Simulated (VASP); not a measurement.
Set up this calculation in VASP 6.6.1, as the native input.

```
Task                   : single point
Functional             : PBE
Potentials or basis    : VASP PAW PBE potentials, release 64 (Zr_sv)
Cutoff                 : 520 eV
k mesh                 : 18 × 18 × 10
Occupations            : gaussian, width 0.15 eV
Spin                   : no spin polarisation
Dipole correction      : no
Further INCAR settings : ALGO = Fast; EDIFF = 1e-07; NBANDS = 19
```

The structure of Zr lies in POSCAR:

```
Zr
1.0
    3.2319982225      0.0000000000      0.0000000000
   -1.6159991112      2.7989925657      0.0000000000
    0.0000000000      0.0000000000      5.3014100000
Zr
2
Direct
    0.3333333333      0.6666666667      0.2500000000
    0.6666666667      0.3333333333      0.7500000000
```

This cell differs from its parent crystal: strain +0.000 along x and y, +0.030 along z.

These files were run (other wordings do the same):

INCAR

```
SYSTEM = Zr
  ALGO = Fast
  EDIFF = 1E-7
  ENCUT = 520
  GGA = PE
  ISIF = 2
  ISMEAR = 0
  LASPH = .True.
  LCHARG = .False.
  LREAL = .False.
  LWAVE = .False.
  NBANDS = 19
  NELM = 100
  PREC = Accurate
  SIGMA = 0.15
```

KPOINTS

```
k-points
0
Gamma
  18 18 10
  0 0 0
```

Potentials or basis: VASP PAW PBE potentials, release 64 (Zr_sv).

Launch:

```console
$ cat potpaw_PBE.64/Zr_sv/POTCAR > POTCAR
$ mpirun -np 1 vasp_std > vasp.out
```

It gave:

```
Pressure               : -2.3 GPa
Band gap on the k mesh : zero (band 12 reaches 9.51 eV, above the bottom of band 13 at 8.38 eV)
```

Caveat: the cell differs from its parent crystal (strain +0.000 along x and y, +0.030 along z).

Wall time 3.7 min on 1 thread of Intel Xeon 6975P-C, with other jobs on the host, peak memory 0.28 GiB.
